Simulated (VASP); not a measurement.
Runs of VASP 6.6.1 on WC. The structure is that of space group P-6m2 (No. 187), or close to it. The cells are those of the table. 

| cell | gap on the mesh (eV) | pressure (GPa) |
| --- | --- | --- |
| a = 2.913, b = 2.913, c = 2.836 Å, angles 90.0, 90.0, 120.0°, 2 atoms | none | 1.7 |
| a = 2.970, b = 2.970, c = 2.892 Å, angles 90.0, 90.0, 120.0°, 2 atoms | none | -19.5 |
| a = 2.853, b = 2.853, c = 2.778 Å, angles 90.0, 90.0, 120.0°, 2 atoms | none | 30.8 |
| a = 2.951, b = 2.951, c = 2.873 Å, angles 90.0, 90.0, 120.0°, 2 atoms | none | (a) |

Alike in all rows: task single point; level r2SCAN; potentials or basis VASP PAW PBE potentials, release 64 (W_sv, C); no spin polarisation; k mesh 13 × 13 × 12; cutoff (eV) 520; smearing fermi-dirac 0.1 eV.

**Question.** Estimate the missing entries.

**Answer.** (a) -13.2.

Caveats: the PAW data sets were made with another functional, which shifts forces and pressure a little; spin-orbit coupling is left out, which moves the levels of the heavy elements; the cell stands under tension (at least some runs); the cell stands under pressure (at least some runs).

A k mesh can miss the band edges, and the runs leave out spin-orbit coupling on W.

A gap of «none» marks levels without a gap at the run's occupations.
